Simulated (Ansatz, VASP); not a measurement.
Given: the input of a run of VASP 6.6.1 on Tl.

Contents of INCAR:

```
ALGO = Normal ; EDIFF = 1E-6
ENCUT = 520 ; GGA = PS
ISIF = 2 ; ISMEAR = -1
LASPH = T ; LCHARG = F
LREAL = F ; LWAVE = F
NBANDS = 20 ; NELM = 100
PREC = Accurate ; SIGMA = 0.05
```

The input KPOINTS:

```
k-points
0
Gamma
  9 9 5
```

Contents of POSCAR:

```
Tl
1.0
    3.3854495917      0.0000000000      0.0000000000
   -1.6927247959      2.9318853497      0.0000000000
    0.0000000000      0.0000000000      5.4122132507
Tl
2
Direct
    0.6666666667      0.3333333333      0.7500000000
    0.3333333333      0.6666666667      0.2500000000
```

Potentials or basis: VASP PAW PBE potentials, release 64 (Tl_d).

Command:

```bash
$ cat potpaw_PBE.64/Tl_d/POTCAR > POTCAR
$ mpirun -np 1 vasp_std > vasp.out
```

Set up the same calculation for Ansatz 0.2.0. Potentials there: all-electron LAPW, scalar-relativistic.

As run (the cutoff follows the program's own potentials):

File input.yaml:

```yaml
crystal:
  lattice:
    - [3.3854495917, 0.0, 0.0]
    - [-1.6927247959, 2.9318853497, 0.0]
    - [0.0, 0.0, 5.4122132507]
  atoms:
    - { symbol: Tl, position: [0.6666666667, 0.3333333333, 0.75] }
    - { symbol: Tl, position: [0.3333333333, 0.6666666667, 0.25] }
kpoints:
  mp_grid: { grid: [9, 9, 5] }
scf:
  occupations: { method: fermi_dirac, width: 0.05 }
hamiltonian:
  xc: pbesol
  pseudopotentials: { kind: all_electron, lapw: { basis_error: 0.0005 } }
output:
  forces: true
  stress: true
  eigenvalues: true
```

Potentials or basis: all-electron LAPW, scalar-relativistic.

Command:

```bash
$ ansatz run input.yaml --threads 1 --pin off --max-ram 3072MiB --backend cpu --events-out ev --progress --plain --runs-dir out
```

Both were run:

|  | VASP | Ansatz | Ansatz less VASP |
| --- | --- | --- | --- |
| gap on the k mesh at the Fermi level (eV) | none | none | - |
| pressure (GPa) | 2.8 | 2.9 | +0.09 |
| traceless stress, the component that is largest in VASP (GPa) | 1.20 | 1.21 | +0.010 |

VASP's potentials were made for PBE, not for PBEsol. A gap of «none» marks a metal or a gap that the smearing closes. Ansatz ran all-electron here, and VASP with PAW potentials.

Spin-orbit coupling is off throughout.
